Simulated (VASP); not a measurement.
A run of VASP 6.6.1:

Contents of POSCAR:

```
CuI
1.0
    0.0000000000      2.9505418684      2.9505418684
    2.9505418684      0.0000000000      2.9505418684
    2.9505418684      2.9505418684      0.0000000000
Cu I
1 1
Direct
    0.0000000000      0.0000000000      0.0000000000
    0.2500000000      0.2500000000      0.2500000000
```

The input INCAR.step1:

```
SYSTEM = CuI
PREC = Accurate ; ENCUT = 520
ISMEAR = 0 ; SIGMA = 0.01
LREAL = .FALSE. ; LASPH = .TRUE.
NELM = 60 ; NBANDS = 16
GGA = PE ; ALGO = Normal
EDIFF = 1E-4 ; LWAVE = .TRUE.
LCHARG = .FALSE.
```

The input INCAR.step2:

```
SYSTEM = CuI
PREC = Accurate ; ENCUT = 520
EDIFF = 1E-6 ; ISMEAR = 0
SIGMA = 0.01 ; LREAL = .FALSE.
LASPH = .TRUE. ; NELM = 60
ALGO = Normal ; ISIF = 2
LWAVE = .FALSE. ; LCHARG = .FALSE.
METAGGA = R2SCAN ; LMIXTAU = .TRUE.
NBANDS = 16 ; ISTART = 1
```

File KPOINTS:

```
Automatic mesh
0
G
  6 6 6
  0 0 0
```

Potentials or basis: VASP PAW PBE potentials, release 64 (Cu, I).

Command:

```console
$ cat potpaw_PBE.64/Cu/POTCAR potpaw_PBE.64/I/POTCAR > POTCAR
$ cp INCAR.step1 INCAR
$ mpirun -np 1 vasp_std > vasp.out
$ cp INCAR.step2 INCAR
$ mpirun -np 1 vasp_std > vasp.out
```

Hardware: 1 thread of AMD EPYC 7R13 Processor (Zen 3), on a shared host.

Problem. Estimate the wall time of this run.

Solution. Wall time 57 s on 1 thread of AMD EPYC 7R13 Processor (Zen 3), with other jobs on the host, peak memory 0.16 GiB. Counts: k points 16.
